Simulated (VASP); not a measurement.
Set up this calculation in VASP 6.6.1, as the native input.

| Property | Result |
| --- | --- |
| Task | single point |
| Functional | PBEsol |
| Potentials or basis | VASP PAW PBE potentials, release 64 (Cu, Sb, S) |
| Cutoff | 520 eV |
| k mesh | 4 × 4 × 4 |
| Occupations | fermi-dirac, width 0.03 eV |
| Spin | no spin polarisation |
| Dipole correction | no |
| Further INCAR settings | ALGO = Normal; EDIFF = 1e-06; NBANDS = 45 |

The structure of CuSbS3 lies in POSCAR:

```
CuSbS3
1.0
   -3.3733363518      3.3733363518      4.8556583652
    3.3733363518     -3.3733363518      4.8556583652
    3.3733363518      3.3733363518     -4.8556583652
Cu Sb S
2 2 6
Direct
    0.7500000000      0.2500000000      0.5000000000
    0.2500000000      0.7500000000      0.5000000000
    0.0000000000      0.0000000000      0.0000000000
    0.5000000000      0.5000000000      0.0000000000
    0.8825989896      0.3825989896      0.2651979791
    0.3825989896      0.1174010104      0.5000000000
    0.6174010104      0.8825989896      0.5000000000
    0.1174010104      0.6174010104      0.7348020209
    0.7500000000      0.7500000000      0.0000000000
    0.2500000000      0.2500000000      0.0000000000
```

These files were run (other wordings do the same):

INCAR

```
SYSTEM = CuSbS3
PREC = Accurate
ENCUT = 520
EDIFF = 1E-6
ISMEAR = -1
SIGMA = 0.03
LREAL = .False.
LASPH = .True.
NELM = 100
ALGO = Normal
ISIF = 2
LWAVE = .False.
LCHARG = .False.
GGA = PS
NBANDS = 45
```

KPOINTS

```
Automatic mesh
0
Gamma
  4 4 4
  0 0 0
```

Potentials or basis: VASP PAW PBE potentials, release 64 (Cu, Sb, S).

Launch:

```sh
$ cat potpaw_PBE.64/Cu/POTCAR potpaw_PBE.64/Sb/POTCAR potpaw_PBE.64/S/POTCAR > POTCAR
$ mpirun -np 1 vasp_std > vasp.out
```

It gave:

| Property | Result |
| --- | --- |
| Pressure | 0.1 GPa |
| Largest force | 0.025 eV/Å |
| Band gap on the k mesh | zero (bands 34 and 35 overlap by 0.78 eV) |

Caveat: the PAW data sets were made with another functional, which shifts forces and pressure a little; spin-orbit coupling is left out, which moves the levels of the heavy elements.

Wall time 4.9 min on 1 thread of AMD EPYC 9R14 (Zen 4) (shared host), peak memory 0.41 GiB.
